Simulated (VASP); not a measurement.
# LiH (Fm-3m) in VASP: further runs, part 2 of 2

VASP 6.6.1. Earlier steps stand in the parts before.

### Step 4. Single point, PBE (volume changed by +6%)

INCAR

```
SYSTEM = LiH
ALGO     = Normal         ! electronic algorithm
EDIFF    = 1E-6           ! SCF threshold, eV
ENCUT    = 750            ! plane-wave cutoff, eV
GGA      = PE             ! functional
GGA_COMPAT= .False.      
ISIF     = 2              ! what is computed and relaxed
ISMEAR   = 0              ! smearing method
LASPH    = .True.         ! aspherical terms in the spheres
LCHARG   = .False.        ! write CHGCAR
LREAL    = .False.        ! projectors in reciprocal space
LWAVE    = .False.        ! write WAVECAR
NBANDS   = 9              ! bands
NELM     = 120            ! most SCF steps
PREC     = Accurate       ! precision mode
SIGMA    = 0.01           ! smearing width, eV
```

KPOINTS

```
k-points
0
Gamma
  10 10 10
  0 0 0
```

POSCAR

```
LiH
1.0
    0.0000000000      2.0426910171      2.0426910171
    2.0426910171      0.0000000000      2.0426910171
    2.0426910171      2.0426910171      0.0000000000
Li H
1 1
Direct
    0.0000000000      0.0000000000      0.0000000000
    0.5000000000      0.5000000000      0.5000000000
```

Potentials or basis: VASP PAW PBE potentials, release 64 (Li_sv, H).

Started as:

```bash
cat potpaw_PBE.64/Li_sv/POTCAR potpaw_PBE.64/H/POTCAR > POTCAR
mpirun -np 1 vasp_std > vasp.out
```

OUTCAR:

```text
SYSTEM = LiH
   EDIFF = 1E-6
   ENCUT = 750
   GGA = PE
   ISIF = 2
   ISMEAR = 0
   LASPH = .True.
   LREAL = .False.
   NELM = 120
   PREC = Accurate

 ion  position               nearest neighbor table
   1  0.000  0.000  0.000-
   2  0.500  0.500  0.500-

  LATTYP: Found a face centered cubic cell.
 ALAT       =     4.0853820342

  Lattice vectors:

 A1 = (   0.0000000000,   2.0426910171,   2.0426910171)
 A2 = (   2.0426910171,   0.0000000000,   2.0426910171)
 A3 = (   2.0426910171,   2.0426910171,   0.0000000000)

Analysis of symmetry for initial positions (statically):
=====================================================================
 Subroutine PRICEL returns:
 Original cell was already a primitive cell.

 Routine SETGRP: Setting up the symmetry group for a
 face centered cubic supercell.

 Subroutine GETGRP returns: Found 48 space group operations
 (whereof 48 operations were pure point group operations)
 out of a pool of 48 trial point group operations.

The static configuration has the point symmetry O_h .

Analysis of symmetry for dynamics (positions and initial velocities):
=====================================================================
 Subroutine PRICEL returns:
 Original cell was already a primitive cell.

 Routine SETGRP: Setting up the symmetry group for a
 face centered cubic supercell.

 Subroutine GETGRP returns: Found 48 space group operations
 (whereof 48 operations were pure point group operations)
 out of a pool of 48 trial point group operations.

The dynamic configuration has the point symmetry O_h .

 Subroutine INISYM returns: Found 48 space group operations
 (whereof 48 operations are pure point group operations),
 and found     1 'primitive' translations

----------------------------------------------------------------------------------------
[... 116 lines left out ...]
  Thomas-Fermi vector in A             =   2.142701
   LORBIT       =      0    0 simple, 1 ext, 2 COOP (PROOUT), +10 PAW based schemes
   GGA     = PE    functional components
   LHFCALC =     F    Hartree Fock is set to
   AEXX    =    0.0000 exact exchange contribution
   IVDW    =     0    specifies the selected vdW correction
   LEPSILON=     F    determine dielectric tensor
   LRPA    =     F    only Hartree local field effects (RPA)
 non-spin polarized calculation
 Gauss-broadening in eV      SIGMA  =   0.01
  energy-cutoff  :      750.00
  volume of cell :       17.05
 maximum number of plane-waves:       821
 NGX is ok and might be reduce to    28
   NGX = 13   NGY = 13   NGZ = 13

 number of electron       3.9999999 magnetization

 Free energy of the ion-electron system (eV)
  ---------------------------------------------------
  ext. energy  EPLUGINS =         0.00000000
  ---------------------------------------------------
  free energy    TOTEN  =        -6.12062326 eV

  energy without entropy =       -6.12062326  energy(sigma->0) =       -6.12062326

 E-fermi :  -0.0603     XC(G=0):  -8.3311

 val. band max:       -0.1707509039   @ k =   0.5000   0.5000   0.0000
 cond. band min:       2.8496798994   @ k =   0.5000   0.5000   0.0000
 fundamental gap:      3.0204308033
 Fermi energy:        -0.0603357216

 k-point     1 :       0.0000    0.0000    0.0000
  band No.  band energies     occupation
      1     -44.5103      2.00000
      2      -5.3972      2.00000
      3      15.1891      0.00000
      4      17.1490      0.00000
      5      17.1490      0.00000
      6      17.1490      0.00000
      7      21.7615      0.00000
      8      21.7615      0.00000
      9      21.7615      0.00000
[... 265 lines left out ...]
 k-point    24 :       0.4000    0.3000    0.0000
  band No.  band energies     occupation
      1     -44.4712      2.00000
      2      -2.3628      2.00000
      3       6.3544      0.00000
      4      10.0402      0.00000
      5      11.3181      0.00000
      6      15.5544      0.00000
      7      16.7107      0.00000
      8      28.3512      0.00000
      9      28.8653      0.00000

 [... further k-points ...]

------------------------ aborting loop because EDIFF is reached ----------------------------------------

  FORCE on cell =-STRESS in cart. coord.  units (eV):
  Direction    XX          YY          ZZ          XY          YZ          ZX
  --------------------------------------------------------------------------------------
  -------------------------------------------------------------------------------------
  Total       -0.2218952     -0.2218952     -0.2218952      0.0000000      0.0000000     -0.0000000
  in kB      -20.8554963    -20.8554963    -20.8554963      0.0000000      0.0000000     -0.0000000
  external PRESSURE =     -20.8554963 kB  Pullay stress =       0.0000000 kB

 VOLUME and BASIS-vectors are now :
 -----------------------------------------------------------------------------
  energy-cutoff  :      750.00
  volume of cell :       17.05
      direct lattice vectors                 reciprocal lattice vectors
     0.000000000  2.042691017  2.042691017    -0.244775150  0.244775150  0.244775150
     2.042691017  0.000000000  2.042691017     0.244775150 -0.244775150  0.244775150
     2.042691017  2.042691017  0.000000000     0.244775150  0.244775150 -0.244775150

 POSITION                                       TOTAL-FORCE (eV/Angst)
 -----------------------------------------------------------------------------------
      0.00000      0.00000      0.00000        -0.000000     -0.000000     -0.000000
      2.04269      2.04269      2.04269         0.000000      0.000000      0.000000
 -----------------------------------------------------------------------------------
    total drift:                                0.000000      0.000000      0.000000

  FREE ENERGIE OF THE ION-ELECTRON SYSTEM (eV)
  ---------------------------------------------------
  free  energy   TOTEN  =        -6.1206232623 eV

  energy  without entropy=       -6.1206232623  energy(sigma->0) =       -6.12062326
```

Wall time 22 s (1 thread of Intel Xeon 8259CL, shared host); peak memory 0.15 GiB.

What came out:

```
Free energy            : -6.1206 eV
Pressure               : -2.1 GPa
Band gap on the k mesh : 3.02 eV, direct
```

 A k mesh can miss the band edges.

### Step 5. Single point, r2SCAN (volume changed by -6%)

POSCAR

```
LiH
1.0
    0.0000000000      1.9625015504      1.9625015504
    1.9625015504      0.0000000000      1.9625015504
    1.9625015504      1.9625015504      0.0000000000
Li H
1 1
Direct
    0.0000000000      0.0000000000      0.0000000000
    0.5000000000      0.5000000000      0.5000000000
```

INCAR.step1

```
PREC = Accurate ; ENCUT = 830
ISMEAR = 0 ; SIGMA = 0.01
LREAL = F ; LASPH = T
NELM = 120 ; NBANDS = 9
GGA = PE ; ALGO = Normal
EDIFF = 1E-5 ; LWAVE = T
LCHARG = F ; GGA_COMPAT = F
```

INCAR.step2

```
PREC = Accurate ; ENCUT = 830
EDIFF = 1E-6 ; ISMEAR = 0
SIGMA = 0.01 ; LREAL = F
LASPH = T ; NELM = 120
ALGO = Normal ; ISIF = 2
LWAVE = F ; LCHARG = F
METAGGA = R2SCAN ; LMIXTAU = T
NBANDS = 9 ; ISTART = 1
GGA_COMPAT = F
```

KPOINTS

```
Automatic mesh
0
Gamma
  10 10 10
```

Potentials or basis: VASP PAW PBE potentials, release 64 (Li_sv, H).

Started as:

```bash
cat potpaw_PBE.64/Li_sv/POTCAR potpaw_PBE.64/H/POTCAR > POTCAR
cp INCAR.step1 INCAR
mpirun -np 1 vasp_std > vasp.out
cp INCAR.step2 INCAR
mpirun -np 1 vasp_std > vasp.out
```

OUTCAR:

```text
PREC = Accurate
   ENCUT = 830
   EDIFF = 1E-6
   ISMEAR = 0
   LREAL = F
   LASPH = T
   NELM = 120
   ISIF = 2
   METAGGA = R2SCAN
   ISTART = 1

 ion  position               nearest neighbor table
   1  0.000  0.000  0.000-
   2  0.500  0.500  0.500-

  LATTYP: Found a face centered cubic cell.
 ALAT       =     3.9250031008

  Lattice vectors:

 A1 = (   0.0000000000,   1.9625015504,   1.9625015504)
 A2 = (   1.9625015504,   0.0000000000,   1.9625015504)
[... 462 lines left out ...]
      1     -45.4986      2.00000
      2      -2.3050      2.00000
      3       7.6516      0.00000
      4      11.8297      0.00000
      5      13.2682      0.00000
      6      18.1482      0.00000
      7      20.3076      0.00000
      8      32.5982      0.00000
      9      33.2055      0.00000

 [... further k-points ...]
[... 5 lines left out ...]
  --------------------------------------------------------------------------------------
  -------------------------------------------------------------------------------------
  Total        0.2009502      0.2009502      0.2009502     -0.0000000     -0.0000000     -0.0000000
  in kB       21.2980124     21.2980124     21.2980124     -0.0000000     -0.0000000     -0.0000000
  external PRESSURE =      21.2980124 kB  Pullay stress =       0.0000000 kB

 VOLUME and BASIS-vectors are now :
 -----------------------------------------------------------------------------
  energy-cutoff  :      830.00
  volume of cell :       15.12
      direct lattice vectors                 reciprocal lattice vectors
     0.000000000  1.962501550  1.962501550    -0.254776869  0.254776869  0.254776869
     1.962501550  0.000000000  1.962501550     0.254776869 -0.254776869  0.254776869
     1.962501550  1.962501550  0.000000000     0.254776869  0.254776869 -0.254776869

 POSITION                                       TOTAL-FORCE (eV/Angst)
 -----------------------------------------------------------------------------------
      0.00000      0.00000      0.00000        -0.000000      0.000000     -0.000000
      1.96250      1.96250      1.96250         0.000000      0.000000      0.000000
 -----------------------------------------------------------------------------------
    total drift:                                0.000000      0.000000      0.000000

  FREE ENERGIE OF THE ION-ELECTRON SYSTEM (eV)
  ---------------------------------------------------
  free  energy   TOTEN  =        -6.8132908447 eV

  energy  without entropy=       -6.8132908447  energy(sigma->0) =       -6.81329084
```

OUTCAR.step1:

```text
PREC = Accurate
   ENCUT = 830
   ISMEAR = 0
   LREAL = F
   LASPH = T
[... 509 lines left out ...]
 -----------------------------------------------------------------------------------
      0.00000      0.00000      0.00000        -0.000000     -0.000000      0.000000
      1.96250      1.96250      1.96250         0.000000      0.000000     -0.000000
 -----------------------------------------------------------------------------------
    total drift:                                0.000000      0.000000      0.000000

  FREE ENERGIE OF THE ION-ELECTRON SYSTEM (eV)
  ---------------------------------------------------
  free  energy   TOTEN  =        -6.1201659281 eV

  energy  without entropy=       -6.1201659281  energy(sigma->0) =       -6.12016593
```

OSZICAR.step1:

```text
N       E                     dE             d eps       ncg     rms          rms(c)
DAV:   1     0.579202754605E+00    0.57920E+00   -0.20104E+03   846   0.548E+02
DAV:   2    -0.623368038362E+01   -0.68129E+01   -0.67833E+01  1232   0.719E+01
DAV:   3    -0.636630731245E+01   -0.13263E+00   -0.13254E+00  1012   0.822E+00
DAV:   4    -0.636693172585E+01   -0.62441E-03   -0.62432E-03  1124   0.554E-01
DAV:   5    -0.636693517108E+01   -0.34452E-05   -0.34452E-05  1068   0.322E-02    0.292E+00
DAV:   6    -0.618195835340E+01    0.18498E+00   -0.14447E-01   932   0.121E+00    0.147E+00
DAV:   7    -0.611850602299E+01    0.63452E-01   -0.19246E-01   998   0.160E+00    0.221E-01
DAV:   8    -0.612021454873E+01   -0.17085E-02   -0.41704E-03  1023   0.449E-01    0.433E-02
DAV:   9    -0.612016751603E+01    0.47033E-04   -0.14928E-04  1095   0.534E-02    0.650E-03
DAV:  10    -0.612016592810E+01    0.15879E-05   -0.60526E-06   770   0.183E-02
   1 F= -.61201659E+01 E0= -.61201659E+01  d E =-.305893-142
```

It took 2 min on 1 thread of Intel Xeon 8259CL, shared host; peak memory 0.16 GiB.

Results:

| Property | Result |
| --- | --- |
| Free energy | -6.8133 eV |
| Pressure | 2.1 GPa |
| Band gap on the k mesh | 3.54 eV, direct |

Caveat: the PAW data sets were made with another functional, which shifts forces and pressure a little.

### Step 6. The runs side by side

| level | cell | cutoff (eV) | gap on the mesh (eV) | pressure (GPa) |
| --- | --- | --- | --- | --- |
| PBE | a = 2.833 Å, angles 60.0°, 2 atoms | 750 | 2.98 | -0.2 |
| PBE | a = 2.861 Å, angles 60.0°, 2 atoms | 750 | 3.00 | -1.2 |
| PBE | a = 2.889 Å, angles 60.0°, 2 atoms | 750 | 3.02 | -2.1 |
| r2SCAN | a = 2.775 Å, angles 60.0°, 2 atoms | 830 | 3.54 | 2.1 |

Alike in all rows: task single point; potentials or basis VASP PAW PBE potentials, release 64 (Li_sv, H); no spin polarisation; k mesh 10 × 10 × 10; smearing gaussian 0.01 eV.

Caveats: the PAW data sets were made with another functional, which shifts forces and pressure a little (some runs).

Absolute energies hang on the potentials; compare differences alone.
